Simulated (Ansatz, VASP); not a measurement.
**One calculation of MoS2, two programs**

```xyz
3
Lattice="0.0000 2.9960 2.9960 2.9960 0.0000 2.9960 2.9960 2.9960 0.0000" Properties=species:S:1:pos:R:3 pbc="T T T"
Mo    0.0000    0.0000    0.0000
S     1.4980    1.4980    1.4980
S     4.4939    4.4939    4.4939
```

Alike in both runs: task single point; functional PBE; k mesh 6 × 6 × 6; occupations gaussian, width 0.05 eV; collinear spin; Hubbard terms Mo d U = 6.0 eV, J = 0.7 eV.

|  | VASP | Ansatz |
| --- | --- | --- |
| version | VASP 6.6.1 | Ansatz 0.2.0 |
| potentials or method | VASP PAW PBE potentials, release 64 (Mo_sv, S), cutoff 520 eV | scalar-relativistic, plane waves, PAW |
| valence electrons in the cell | 26 | 26 |

VASP gave:

| Item | Value |
| --- | --- |
| pressure (GPa) | 5.3 |
| net moment per atom (μB) | 0.66 |
| size of the moment on the site where the two differ most (μB) | 2.04 |

Task: Estimate Ansatz's values.

Result: Pressure (GPa): 3.0; net moment per atom (μB): 0.01; size of the moment on the site where the two differ most (μB): 0.07.

The net moments are unlike, so the other rows may belong to different states. Site moments also hang on the region over which each program counts them. The programs project onto different local orbitals, so the same U acts differently, and such runs can settle in different states. Ansatz's warnings: filled band counts differ across k points, seeded moment not kept, specified occupation not kept, symmetry narrowed by occupation matrices.
